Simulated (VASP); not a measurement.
# W (Im-3m) in VASP: notebook

Runs on W. Level: PBE. Tasks: single point.

Program: VASP 6.6.1. These are calculated values, not measurements. Logs are shortened: lines on timing, memory, paths and dates and some standing lists are left out, and cuts for length are marked.

**1. The cell of the first run**

It takes space group Im-3m (No. 229, cubic). Conventional cell: a = 3.184 Å, b = 3.184 Å, c = 3.184 Å, α = 90.00°, β = 90.00°, γ = 90.00°. W (site symmetry m-3m) has 14 W at 2.76 to 3.18 Å within 3.6 Å.

**2. Single point, PBE**

File INCAR:

```
PREC     = Accurate       # precision mode
ENCUT    = 520            # plane-wave cutoff, eV
EDIFF    = 1E-7           # SCF threshold, eV
ISMEAR   = 0              # smearing method
SIGMA    = 0.1            # smearing width, eV
LREAL    = False          # projectors in reciprocal space
LASPH    = True           # aspherical terms in the spheres
NELM     = 100            # most SCF steps
ALGO     = Normal         # electronic algorithm
ISIF     = 2              # what is computed and relaxed
LWAVE    = False          # write WAVECAR
LCHARG   = True           # write CHGCAR
GGA      = PE             # functional
LELF     = True           # ELF
LVHAR    = True         
NBANDS   = 13             # bands
```

File KPOINTS:

```
regular mesh
0
Gamma
  18 18 18
```

File POSCAR:

```
W
1.0
   -1.5917776928      1.5917776928      1.5917776928
    1.5917776928     -1.5917776928      1.5917776928
    1.5917776928      1.5917776928     -1.5917776928
W
1
Direct
    0.0000000000      0.0000000000      0.0000000000
```

Potentials or basis: VASP PAW PBE potentials, release 64 (W_sv).

Started as:

```bash
$ cat potpaw_PBE.64/W_sv/POTCAR > POTCAR
$ mpirun -np 1 vasp_std > vasp.out
```

OUTCAR:

```text
PREC = Accurate
   ENCUT = 520
   EDIFF = 1E-7
   ISMEAR = 0
   LREAL = False
   LASPH = True
   NELM = 100
   ISIF = 2
   GGA = PE

 ion  position               nearest neighbor table
   1  0.000  0.000  0.000-

  LATTYP: Found a body centered cubic cell.
 ALAT       =     3.1835553856

  Lattice vectors:

 A1 = (  -1.5917776928,   1.5917776928,   1.5917776928)
 A2 = (   1.5917776928,  -1.5917776928,   1.5917776928)
 A3 = (   1.5917776928,   1.5917776928,  -1.5917776928)

Analysis of symmetry for initial positions (statically):
=====================================================================
 Subroutine PRICEL returns:
 Original cell was already a primitive cell.

 Routine SETGRP: Setting up the symmetry group for a
 body centered cubic supercell.

 Subroutine GETGRP returns: Found 48 space group operations
[... 9 lines left out ...]

 Routine SETGRP: Setting up the symmetry group for a
 body centered cubic supercell.

 Subroutine GETGRP returns: Found 48 space group operations
[... 11 lines left out ...]
                                     Primitive cell

  volume of cell :      16.1327

  direct lattice vectors                    reciprocal lattice vectors
    -1.591777693  1.591777693  1.591777693     0.000000000  0.314114215  0.314114215
     1.591777693 -1.591777693  1.591777693     0.314114215  0.000000000  0.314114215
     1.591777693  1.591777693 -1.591777693     0.314114215  0.314114215  0.000000000

  length of vectors
     2.757039838  2.757039838  2.757039838     0.444224583  0.444224583  0.444224583

  position of ions in fractional coordinates (direct lattice)
     0.000000000  0.000000000  0.000000000

  ion indices of the primitive-cell ions
   primitive index   ion index
                 1           1

----------------------------------------------------------------------------------------

 KPOINTS: regular mesh

Automatic generation of k-mesh.
 Grid dimensions read from file:
 generate k-points for:   18   18   18

 Generating k-lattice:

  Cartesian coordinates                     Fractional coordinates (reciprocal lattice)
     0.000000000  0.017450790  0.017450790     0.055555556  0.000000000  0.000000000
     0.017450790  0.000000000  0.017450790     0.000000000  0.055555556  0.000000000
     0.017450790  0.017450790  0.000000000     0.000000000  0.000000000  0.055555556

  Length of vectors
     0.024679143  0.024679143  0.024679143

  Shift w.r.t. Gamma in fractional coordinates (k-lattice)
     0.000000000  0.000000000  0.000000000

 Subroutine IBZKPT returns following result:
[... 55 lines left out ...]
   ISIF   =      2    stress and relaxation
   ISYM   =      2    0-nonsym 1-usesym 2-fastsym
   POTIM  = 0.5000    time-step for ionic-motion
   TEBEG  =    0.0;   TEEND  =   0.0 temperature during run
   PSTRESS=    0.0 pullay stress
   NELECT =      14.0000    total number of electrons
   NUPDOWN=      -1.0000    fix difference up-down
   EMIN   =  10.00;   EMAX   =-10.00  energy-range for DOS
   EFERMI =   0.00;   METHOD = LEGACY
   ISMEAR =     0;   SIGMA  =   0.10  broadening in eV -4-tet -1-fermi 0-gaus
   EFERMI_NEDOS =   21; number of points for ismear=-14 and -15
   IALGO  =     38    algorithm
   IMIX   =      4    mixing-type and parameters
     AMIX     =   0.40;   BMIX     =  1.00
     AMIX_MAG =   1.60;   BMIX_MAG =  1.00
  volume/ion in A,a.u.               =      16.13       108.87
  Fermi-wavevector in a.u.,A,eV,Ry     =   1.561523  2.950851 33.175828  2.438355
  Thomas-Fermi vector in A             =   2.664576
   LORBIT       =      0    0 simple, 1 ext, 2 COOP (PROOUT), +10 PAW based schemes
   GGA     = PE    functional components
   LHFCALC =     F    Hartree Fock is set to
   AEXX    =    0.0000 exact exchange contribution
   IVDW    =     0    specifies the selected vdW correction
   LEPSILON=     F    determine dielectric tensor
   LRPA    =     F    only Hartree local field effects (RPA)
 non-spin polarized calculation
 Gauss-broadening in eV      SIGMA  =   0.10
  energy-cutoff  :      520.00
  volume of cell :       16.13
 maximum number of plane-waves:       466
 NGX is ok and might be reduce to    24

 number of electron      14.0000002 magnetization

 Free energy of the ion-electron system (eV)
  ---------------------------------------------------
  ext. energy  EPLUGINS =         0.00000000
  ---------------------------------------------------
  free energy    TOTEN  =       -12.95114085 eV

  energy without entropy =      -12.94756907  energy(sigma->0) =      -12.94935496

 E-fermi :  11.1895     XC(G=0): -13.5408

 val. band max:       11.1854135112   @ k =  -0.2778   0.3333   0.2222
 cond. band min:      11.2016795478   @ k =   0.5000   0.5000   0.2222
 fundamental gap:      0.0162660366
 Fermi energy:        11.1895298326

 k-point     1 :       0.0000    0.0000    0.0000
  band No.  band energies     occupation
      1     -63.0110      2.00000
      2     -26.5987      2.00000
      3     -26.5987      2.00000
      4     -26.5987      2.00000
      5       1.6510      2.00000
      6       9.9934      2.00000
      7       9.9934      2.00000
      8       9.9934      2.00000
      9      13.4129      0.00000
     10      13.4129      0.00000
     11      25.6672      0.00000
     12      25.6672      0.00000
     13      25.6672      0.00000
[... 354 lines left out ...]
  band No.  band energies     occupation
      1     -62.8869      2.00000
      2     -27.7387      2.00000
      3     -27.0276      2.00000
      4     -26.6586      2.00000
      5       5.4562      2.00000
      6       7.8560      2.00000
      7      10.5773      2.00000
      8      13.1789      0.00000
      9      14.4734      0.00000
     10      17.4669      0.00000
     11      21.8669      0.00000
     12      23.6676      0.00000
     13      27.7500      0.00000

 [... further k-points ...]

------------------------ aborting loop because EDIFF is reached ----------------------------------------

  FORCE on cell =-STRESS in cart. coord.  units (eV):
  Direction    XX          YY          ZZ          XY          YZ          ZX
  --------------------------------------------------------------------------------------
  -------------------------------------------------------------------------------------
  Total        0.0505437      0.0505437      0.0505437      0.0000000     -0.0000000      0.0000000
  in kB        5.0196109      5.0196109      5.0196109      0.0000000     -0.0000000      0.0000000
  external PRESSURE =       5.0196109 kB  Pullay stress =       0.0000000 kB

 VOLUME and BASIS-vectors are now :
 -----------------------------------------------------------------------------
  energy-cutoff  :      520.00
  volume of cell :       16.13
      direct lattice vectors                 reciprocal lattice vectors
    -1.591777693  1.591777693  1.591777693     0.000000000  0.314114215  0.314114215
     1.591777693 -1.591777693  1.591777693     0.314114215  0.000000000  0.314114215
     1.591777693  1.591777693 -1.591777693     0.314114215  0.314114215  0.000000000

 POSITION                                       TOTAL-FORCE (eV/Angst)
 -----------------------------------------------------------------------------------
      0.00000      0.00000      0.00000         0.000000      0.000000     -0.000000
 -----------------------------------------------------------------------------------
    total drift:                                0.000000      0.000000      0.000000

  FREE ENERGIE OF THE ION-ELECTRON SYSTEM (eV)
  ---------------------------------------------------
  free  energy   TOTEN  =       -12.9511408464 eV

  energy  without entropy=      -12.9475690673  energy(sigma->0) =      -12.94935496
```

stdout:

```text
POSCAR found type information on POSCAR W
 POSCAR found :  1 types and       1 ions
 scaLAPACK will be used
 LDA part: xc-table for (Slater+PW92), standard interpolation
 POSCAR, INCAR and KPOINTS ok, starting setup
 FFT: planning ... GRIDC
 FFT: planning ... GRID_SOFT
 FFT: planning ... GRID
 WAVECAR not read
 entering main loop
```

Wall time 21 s (1 thread of AMD EPYC 9R45 (Zen 5), shared host); peak memory 0.14 GiB.

Results:

```yaml
Free_energy: -12.9511 eV
Pressure: 0.5 GPa
Band_gap_on_the_k_mesh: zero (band 7 reaches 16.23 eV, above the bottom of band 8 at 9.99 eV)
```

Caveat: spin-orbit coupling is left out, which moves the levels of the heavy elements.

**3. Single point, PBE**

This run uses another cell than the first one, of the same volume but with other edges.

INCAR, as its differences from that of step 2:

```diff
@@ -7,4 +7,4 @@
 LASPH    = True           # aspherical terms in the spheres
-NELM     = 100            # most SCF steps
-ALGO     = Normal         # electronic algorithm
+NELM     = 60             # most SCF steps
+ALGO     = Fast           # electronic algorithm
 ISIF     = 2              # what is computed and relaxed
@@ -15,2 +15,3 @@
 LVHAR    = True         
+ISYM     = 0            
 NBANDS   = 13             # bands
```

File KPOINTS:

```
regular mesh
0
Gamma
  11 7 33
```

File POSCAR:

```
W
1.0
    3.1835553857      0.0000000000      0.0000000000
   -1.5917776928      5.0336430380      0.0000000000
    1.5917776928     -2.0134572152      1.0067286076
W
1
Direct
    0.0000000000      0.0000000000      0.0000000000
```

Potentials or basis: VASP PAW PBE potentials, release 64 (W_sv).

Started as:

```bash
$ cat potpaw_PBE.64/W_sv/POTCAR > POTCAR
$ mpirun -np 1 vasp_std > vasp.out
```

Run time: 4.3 min. Hardware: 1 thread of AMD EPYC 9R45 (Zen 5), shared host; peak memory 0.35 GiB.

It converged, with:

```
Free energy            : -12.9557 eV
Pressure               : 0.5 GPa
Band gap on the k mesh : zero (band 7 reaches 15.73 eV, above the bottom of band 8 at 9.99 eV)
```

Levels at points of the mesh, in eV from the Fermi level:
| k point | band 4 | band 5 | band 6 | band 7 | band 8 | band 9 | band 10 | band 11 |
| --- | --- | --- | --- | --- | --- | --- | --- | --- |
| (0.00, 0.00, 0.00) | -37.80 | -9.55 | -1.21 | -1.21 | -1.20 | 2.21 | 2.21 | 14.47 |

Caveat: the k points lie up to 0.40 Å⁻¹ apart; spin-orbit coupling is left out, which moves the levels of the heavy elements.
